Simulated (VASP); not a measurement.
# CdHgS2 (P-4m2) in VASP: notebook

The runs below take CdHgS2 through single point, with PBE.

All numbers are computed with VASP 6.6.1; they aren't measurements. Logs are shortened: lines on timing, memory, paths and dates and some standing lists are left out, and cuts for length are marked.

## (1) The cell of the first run

Symmetry: P-4m2, No. 115, tetragonal system. Conventional cell: a = 4.111 Å, b = 4.111 Å, c = 5.814 Å, α = 90.00°, β = 90.00°, γ = 90.00°. Cd (site symmetry -4m2) has 4 S at 2.52 Å within 3.3 Å. Within 3.3 Å of Hg (site symmetry -4m2) lie 4 S at 2.52 Å. Within 3.3 Å of S (site symmetry 2mm) lie 2 Cd at 2.52 Å and 2 Hg at 2.52 Å.

## (2) Single point, PBE

File INCAR:

```
  ALGO = Normal
  EDIFF = 1E-7
  ENCUT = 520
  GGA = PE
  ISIF = 2
  ISMEAR = 0
  LASPH = True
  LCHARG = False
  LREAL = False
  LWAVE = False
  NBANDS = 26
  NELM = 60
  PREC = Accurate
  SIGMA = 0.1
```

File KPOINTS:

```
k-points
0
Gamma
  4 4 4
```

File POSCAR:

```
CdHgS2
1.0
    4.1109427700      0.0000000000      0.0000000000
    0.0000000000      4.1109427700      0.0000000000
    0.0000000000      0.0000000000      5.8137510200
Cd Hg S
1 1 2
Direct
    0.0000000000      0.0000000000      0.0000000000
    0.5000000000      0.5000000000      0.5000000000
    0.5000000000      0.0000000000      0.2500000000
    0.0000000000      0.5000000000      0.7500000000
```

Potentials or basis: VASP PAW PBE potentials, release 64 (Cd, Hg, S).

Started as:

```
cat potpaw_PBE.64/Cd/POTCAR potpaw_PBE.64/Hg/POTCAR potpaw_PBE.64/S/POTCAR > POTCAR
mpirun -np 1 vasp_std > vasp.out
```

OUTCAR:

```text
EDIFF = 1E-7
   ENCUT = 520
   GGA = PE
   ISIF = 2
   ISMEAR = 0
   LASPH = True
   LREAL = False
   NELM = 60
   PREC = Accurate

 ion  position               nearest neighbor table
   1  0.000  0.000  0.000-   3 2.52   4 2.52   4 2.52   3 2.52
   2  0.500  0.500  0.500-   3 2.52   4 2.52   3 2.52   4 2.52
   3  0.500  0.000  0.250-   1 2.52   2 2.52   2 2.52   1 2.52
   4  0.000  0.500  0.750-   1 2.52   2 2.52   1 2.52   2 2.52

  LATTYP: Found a simple tetragonal cell.
 ALAT       =     4.1109427700
 C/A-ratio  =     1.4142135625

  Lattice vectors:

 A1 = (   4.1109427700,   0.0000000000,   0.0000000000)
 A2 = (   0.0000000000,   4.1109427700,   0.0000000000)
 A3 = (   0.0000000000,   0.0000000000,   5.8137510200)

Analysis of symmetry for initial positions (statically):
=====================================================================
 Subroutine PRICEL returns:
 Original cell was already a primitive cell.

 Routine SETGRP: Setting up the symmetry group for a
 simple tetragonal supercell.

 Subroutine GETGRP returns: Found  8 space group operations
 (whereof  8 operations were pure point group operations)
 out of a pool of 16 trial point group operations.

The static configuration has the point symmetry D_2d.

Analysis of symmetry for dynamics (positions and initial velocities):
=====================================================================
 Subroutine PRICEL returns:
 Original cell was already a primitive cell.

 Routine SETGRP: Setting up the symmetry group for a
 simple tetragonal supercell.

 Subroutine GETGRP returns: Found  8 space group operations
 (whereof  8 operations were pure point group operations)
 out of a pool of 16 trial point group operations.

The dynamic configuration has the point symmetry D_2d.

 Subroutine INISYM returns: Found  8 space group operations
 (whereof  8 operations are pure point group operations),
 and found     1 'primitive' translations

----------------------------------------------------------------------------------------

                                     Primitive cell

  volume of cell :      98.2515

  direct lattice vectors                    reciprocal lattice vectors
     4.110942770  0.000000000  0.000000000     0.243253204  0.000000000  0.000000000
     0.000000000  4.110942770  0.000000000     0.000000000  0.243253204  0.000000000
     0.000000000  0.000000000  5.813751020     0.000000000  0.000000000  0.172005990

  length of vectors
     4.110942770  4.110942770  5.813751020     0.243253204  0.243253204  0.172005990

  position of ions in fractional coordinates (direct lattice)
     0.000000000  0.000000000  0.000000000
     0.500000000  0.500000000  0.500000000
     0.500000000  0.000000000  0.250000000
     0.000000000  0.500000000  0.750000000

  ion indices of the primitive-cell ions
   primitive index   ion index
                 1           1
                 2           2
                 3           3
                 4           4

----------------------------------------------------------------------------------------

 KPOINTS: k-points

Automatic generation of k-mesh.
 Grid dimensions read from file:
 generate k-points for:    4    4    4

 Generating k-lattice:

  Cartesian coordinates                     Fractional coordinates (reciprocal lattice)
     0.060813301  0.000000000  0.000000000     0.250000000  0.000000000  0.000000000
     0.000000000  0.060813301  0.000000000     0.000000000  0.250000000  0.000000000
     0.000000000  0.000000000  0.043001498     0.000000000  0.000000000  0.250000000

  Length of vectors
     0.060813301  0.060813301  0.043001498

  Shift w.r.t. Gamma in fractional coordinates (k-lattice)
     0.000000000  0.000000000  0.000000000

 Subroutine IBZKPT returns following result:
 ===========================================

 Found     18 irreducible k-points:

 Following reciprocal coordinates:
            Coordinates               Weight
  0.000000  0.000000  0.000000      1.000000
  0.250000  0.000000  0.000000      4.000000
  0.500000  0.000000  0.000000      2.000000
  0.250000  0.250000  0.000000      4.000000
  0.500000  0.250000  0.000000      4.000000
  0.500000  0.500000  0.000000      1.000000
[... 10 lines left out ...]
  0.500000  0.250000  0.500000      4.000000
  0.500000  0.500000  0.500000      1.000000
   k-points           NKPTS =     18   k-points in BZ     NKDIM =     18   number of bands    NBANDS=     26
   number of dos      NEDOS =    301   number of ions     NIONS =      4
   total plane-waves  NPLWV =  49152
   dimension x,y,z NGX =    32 NGY =   32 NGZ =   48
   dimension x,y,z NGXF=    64 NGYF=   64 NGZF=   96
   ions per type =               1   1   2
   NGX,Y,Z   is equivalent  to a cutoff of  12.94, 12.94, 13.73 a.u.
   NGXF,Y,Z  is equivalent  to a cutoff of  25.88, 25.88, 27.45 a.u.
 SYSTEM =  unknown system
   PREC   = accura    normal or accurate (medium, high low for compatibility)
   ISTART =      0    job   : 0-new  1-cont  2-samecut
   ICHARG =      2    charge: 1-file 2-atom 10-const
   ISPIN  =      1    spin polarized calculation?
   LNONCOLLINEAR =      F non collinear calculations
   LSORBIT =      F    spin-orbit coupling
   LASPH  =      T    aspherical Exc in radial PAW
   ENCUT  =  520.0 eV  38.22 Ry    6.18 a.u.   7.64  7.64 10.81*2*pi/ulx,y,z
   NELM   =     60;   NELMIN=  2; NELMDL= -5     # of ELM steps
   EDIFF  = 0.1E-06   stopping-criterion for ELM
   LREAL  =      F    real-space projection
   EDIFFG = 0.1E-05   stopping-criterion for IOM
   NSW    =      0    number of steps for IOM
   IBRION =     -1    ionic relax: 0-MD 1-quasi-New 2-CG
   NFREE  =      0    steps in history (QN), initial steepest desc. (CG)
   ISIF   =      2    stress and relaxation
   ISYM   =      2    0-nonsym 1-usesym 2-fastsym
   POTIM  = 0.5000    time-step for ionic-motion
   TEBEG  =    0.0;   TEEND  =   0.0 temperature during run
   PSTRESS=    0.0 pullay stress
   NELECT =      36.0000    total number of electrons
   NUPDOWN=      -1.0000    fix difference up-down
   EMIN   =  10.00;   EMAX   =-10.00  energy-range for DOS
   EFERMI =   0.00;   METHOD = LEGACY
   ISMEAR =     0;   SIGMA  =   0.10  broadening in eV -4-tet -1-fermi 0-gaus
   EFERMI_NEDOS =   21; number of points for ismear=-14 and -15
   IALGO  =     38    algorithm
   IMIX   =      4    mixing-type and parameters
     AMIX     =   0.40;   BMIX     =  1.00
     AMIX_MAG =   1.60;   BMIX_MAG =  1.00
  volume/ion in A,a.u.               =      24.56       165.76
  Fermi-wavevector in a.u.,A,eV,Ry     =   1.171465  2.213747 18.671679  1.372330
  Thomas-Fermi vector in A             =   2.307908
   LORBIT       =      0    0 simple, 1 ext, 2 COOP (PROOUT), +10 PAW based schemes
   GGA     = PE    functional components
   LHFCALC =     F    Hartree Fock is set to
   AEXX    =    0.0000 exact exchange contribution
   IVDW    =     0    specifies the selected vdW correction
   LEPSILON=     F    determine dielectric tensor
   LRPA    =     F    only Hartree local field effects (RPA)
 non-spin polarized calculation
 Gauss-broadening in eV      SIGMA  =   0.10
  energy-cutoff  :      520.00
  volume of cell :       98.25
 maximum number of plane-waves:      2700
 NGX is ok and might be reduce to    32
   NGX = 15   NGY = 15   NGZ = 21

 number of electron      35.9999991 magnetization

 Free energy of the ion-electron system (eV)
  ---------------------------------------------------
  ext. energy  EPLUGINS =         0.00000000
  ---------------------------------------------------
  free energy    TOTEN  =       -10.53460184 eV

  energy without entropy =      -10.53444078  energy(sigma->0) =      -10.53452131

 E-fermi :   2.0859     XC(G=0):  -9.2889

 val. band max:        1.9078509902   @ k =   0.0000   0.0000   0.0000
 cond. band min:       2.2425245233   @ k =   0.0000   0.0000   0.0000
 fundamental gap:      0.3346735332
 Fermi energy:         2.0858819566

 k-point     1 :       0.0000    0.0000    0.0000
  band No.  band energies     occupation
      1     -11.0568      2.00000
      2     -10.3871      2.00000
      3      -6.0437      2.00000
      4      -6.0437      2.00000
      5      -5.9172      2.00000
      6      -5.8623      2.00000
[... 18 lines left out ...]
     25      10.7692      0.00000
     26      12.4780      0.00000

 k-point     2 :       0.2500    0.0000    0.0000
  band No.  band energies     occupation
      1     -10.8777      2.00000
      2     -10.4018      2.00000
      3      -6.0208      2.00000
      4      -6.0142      2.00000
      5      -5.8393      2.00000
      6      -5.7558      2.00000
[... 18 lines left out ...]
     25      10.2145      0.00000
     26      10.7196      0.00000

 k-point     3 :       0.5000    0.0000    0.0000
  band No.  band energies     occupation
      1     -10.5857      2.00000
      2     -10.5231      2.00000
      3      -5.9960      2.00000
      4      -5.9467      2.00000
      5      -5.7635      2.00000
      6      -5.7373      2.00000
[... 18 lines left out ...]
     25       9.2660      0.00000
     26       9.4446      0.00000

 k-point     4 :       0.2500    0.2500    0.0000
  band No.  band energies     occupation
      1     -10.7247      2.00000
      2     -10.3889      2.00000
      3      -5.9745      2.00000
      4      -5.9596      2.00000
      5      -5.7721      2.00000
      6      -5.7358      2.00000
[... 18 lines left out ...]
     25       9.7948      0.00000
     26       9.8457      0.00000

 k-point     5 :       0.5000    0.2500    0.0000
  band No.  band energies     occupation
      1     -10.4875      2.00000
      2     -10.4553      2.00000
      3      -5.9308      2.00000
      4      -5.8532      2.00000
      5      -5.8368      2.00000
      6      -5.6648      2.00000
[... 18 lines left out ...]
     25      11.1471      0.00000
     26      11.2075      0.00000

 k-point     6 :       0.5000    0.5000    0.0000
  band No.  band energies     occupation
      1     -10.3871      2.00000
      2     -10.3871      2.00000
      3      -5.9319      2.00000
      4      -5.8247      2.00000
      5      -5.7269      2.00000
      6      -5.6002      2.00000
[... 253 lines left out ...]
 k-point    15 :       0.5000    0.0000    0.5000
  band No.  band energies     occupation
      1     -10.5799      2.00000
      2     -10.5202      2.00000
      3      -6.0124      2.00000
      4      -5.9437      2.00000
      5      -5.7585      2.00000
      6      -5.6778      2.00000
[... 18 lines left out ...]
     25       9.0803      0.00000
     26       9.2165      0.00000

 k-point    16 :       0.2500    0.2500    0.5000
  band No.  band energies     occupation
      1     -10.5846      2.00000
      2     -10.5241      2.00000
      3      -5.9950      2.00000
      4      -5.8960      2.00000
      5      -5.7675      2.00000
      6      -5.7328      2.00000
[... 18 lines left out ...]
     25       9.3417      0.00000
     26       9.3766      0.00000

 k-point    17 :       0.5000    0.2500    0.5000
  band No.  band energies     occupation
      1     -10.4853      2.00000
      2     -10.4546      2.00000
      3      -5.9470      2.00000
      4      -5.8234      2.00000
      5      -5.8165      2.00000
      6      -5.6539      2.00000
[... 18 lines left out ...]
     25       9.9986      0.00000
     26      10.2546      0.00000

 k-point    18 :       0.5000    0.5000    0.5000
  band No.  band energies     occupation
      1     -10.3889      2.00000
      2     -10.3889      2.00000
      3      -5.8704      2.00000
      4      -5.8406      2.00000
      5      -5.6783      2.00000
      6      -5.6398      2.00000
[... 18 lines left out ...]
     25       9.7450      0.00000
     26       9.9871      0.00000

------------------------ aborting loop because EDIFF is reached ----------------------------------------

  FORCE on cell =-STRESS in cart. coord.  units (eV):
  Direction    XX          YY          ZZ          XY          YZ          ZX
  --------------------------------------------------------------------------------------
  -------------------------------------------------------------------------------------
  Total        3.1198324      3.1198324      2.9664095      0.0000000      0.0000000     -0.0000000
  in kB       50.8747820     50.8747820     48.3729299      0.0000000      0.0000000     -0.0000000
  external PRESSURE =      50.0408313 kB  Pullay stress =       0.0000000 kB

 VOLUME and BASIS-vectors are now :
 -----------------------------------------------------------------------------
  energy-cutoff  :      520.00
  volume of cell :       98.25
      direct lattice vectors                 reciprocal lattice vectors
     4.110942770  0.000000000  0.000000000     0.243253204  0.000000000  0.000000000
     0.000000000  4.110942770  0.000000000     0.000000000  0.243253204  0.000000000
     0.000000000  0.000000000  5.813751020     0.000000000  0.000000000  0.172005990

 POSITION                                       TOTAL-FORCE (eV/Angst)
 -----------------------------------------------------------------------------------
      0.00000      0.00000      0.00000         0.000000      0.000000      0.000000
      2.05547      2.05547      2.90688         0.000000     -0.000000      0.000000
      2.05547      0.00000      1.45344         0.000000      0.000000     -0.227625
      0.00000      2.05547      4.36031         0.000000      0.000000      0.227625
 -----------------------------------------------------------------------------------
    total drift:                                0.000000      0.000000     -0.000000

  FREE ENERGIE OF THE ION-ELECTRON SYSTEM (eV)
  ---------------------------------------------------
  free  energy   TOTEN  =       -10.5346018365 eV

  energy  without entropy=      -10.5344407762  energy(sigma->0) =      -10.53452131
```

It took 56 s on 1 thread of Intel Xeon Platinum 8488C (Sapphire Rapids), shared host; peak memory 0.23 GiB.

What came out:

| Item | Value |
| --- | --- |
| Free energy | -10.5346 eV |
| Pressure | 5.0 GPa |
| Largest force | 0.228 eV/Å |
| Band gap on the k mesh | 0.33 eV, direct |

Forces in eV/Å, atoms in the order of the input:
```
Cd   0.000  0.000  0.000
Hg   0.000  0.000  0.000
S    0.000  0.000 -0.228
S    0.000  0.000  0.228
```

Caveat: spin-orbit coupling is left out, which moves the levels of the heavy elements.

## (3) Single point, PBE

This run uses another cell than the first one, of 26.46 Å³/atom, 1.077 times its volume.

File INCAR:

```
PREC     = Accurate       # precision mode
ENCUT    = 520            # plane-wave cutoff, eV
EDIFF    = 1E-6           # SCF threshold, eV
ISMEAR   = 0              # smearing method
SIGMA    = 0.1            # smearing width, eV
LREAL    = False          # projectors in reciprocal space
LASPH    = True           # aspherical terms in the spheres
NELM     = 80             # most SCF steps
ALGO     = Normal         # electronic algorithm
ISIF     = 2              # what is computed and relaxed
LWAVE    = False          # write WAVECAR
LCHARG   = False          # write CHGCAR
GGA      = PE             # functional
NBANDS   = 26             # bands
```

File KPOINTS:

```
Automatic mesh
0
Gamma
  4 4 4
```

File POSCAR:

```
CdHgS2
1.0
    4.2210602454      0.0000000000      0.0000000000
    0.0000000000      4.2210602454      0.0000000000
    0.0000000000      0.0000000000      5.9399450134
Cd Hg S
1 1 2
Direct
    0.0000000000      0.0000000000      0.0000000000
    0.5000000000      0.5000000000      0.5000000000
    0.5000000000      0.0000000000      0.2455643330
    0.0000000000      0.5000000000      0.7544356670
```

Potentials or basis: VASP PAW PBE potentials, release 64 (Cd, Hg, S).

Started as:

```
cat potpaw_PBE.64/Cd/POTCAR potpaw_PBE.64/Hg/POTCAR potpaw_PBE.64/S/POTCAR > POTCAR
mpirun -np 1 vasp_std > vasp.out
```

It took 46 s on 1 thread of Intel Xeon Platinum 8488C (Sapphire Rapids), shared host; peak memory 0.23 GiB.

The run converged. Its results:

```
Free energy            : -10.6587 eV
Pressure               : 0.3 GPa
Largest force          : 0.031 eV/Å
Band gap on the k mesh : 0.22 eV, direct
```

Forces on the atoms (eV/Å):
```
Cd   0.000  0.000  0.000
Hg   0.000  0.000  0.000
S    0.000  0.000  0.031
S    0.000  0.000 -0.031
```

Stress tensor (GPa, compression positive):
```
0.32 0.00 0.00
0.00 0.32 0.00
0.00 0.00 0.21
```

Levels at points of the mesh, in eV from the valence-band top:
```
           k point  band 16  band 17  band 18  band 19  band 20  band 21
(0.00, 0.00, 0.00)    -0.02     0.00     0.00     0.22     3.60     3.71
(0.50, 0.00, 0.00)    -1.91    -0.93    -0.67     2.93     3.83     5.92
(0.50, 0.50, 0.00)    -1.89    -1.89    -1.81     3.07     3.59     3.59
(0.00, 0.00, 0.50)    -1.21    -0.85    -0.85     2.58     3.18     4.34
(0.50, 0.00, 0.50)    -0.83    -0.71    -0.64     1.74     2.73     6.78
(0.50, 0.50, 0.50)    -2.27    -2.14    -1.98     3.86     4.98     5.41
```

Caveat: spin-orbit coupling is left out, which moves the levels of the heavy elements.
